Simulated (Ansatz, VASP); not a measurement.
## Ga4As3P: VASP beside Ansatz

```
P Ga As
1.0
     3.97063    0.00000    0.00000
     0.00000    3.97063    0.00000
     0.00000    0.00000   11.20990
P Ga As
1 4 3
Cartesian
  0.0000 0.0000 0.0000
  0.0000 1.9853 9.8806
  1.9853 0.0000 7.0310
  0.0000 1.9853 4.1789
  1.9853 0.0000 1.3293
  1.9853 1.9853 8.4549
  0.0000 0.0000 5.6050
  1.9853 1.9853 2.7550
```

Alike in both runs: task single point; functional r2SCAN; k mesh 6 × 6 × 2; no spin polarisation.

|  | VASP | Ansatz |
| --- | --- | --- |
| version | VASP 6.6.1 | Ansatz 0.2.0 |
| potentials or method | VASP PAW PBE potentials, release 64 (P, Ga_d, As) | plane waves, PAW |
| plane-wave cutoff (eV) | 550 | 500 |
| occupations | gaussian, width 0.01 eV | fixed |
| valence electrons in the cell | 72 | 102 |

VASP gave:

```
gap on the k mesh at the Fermi level (eV) : 1.25
pressure (GPa)                            : 0.0
```

Which values does Ansatz return?

gap on the k mesh at the Fermi level (eV): 1.27; pressure (GPa): 0.0.

VASP's potentials were made for PBE, not for r2SCAN. VASP's potentials hold 72 valence electrons a cell and Ansatz's 102, so a difference there can come from the potentials and not from the codes.
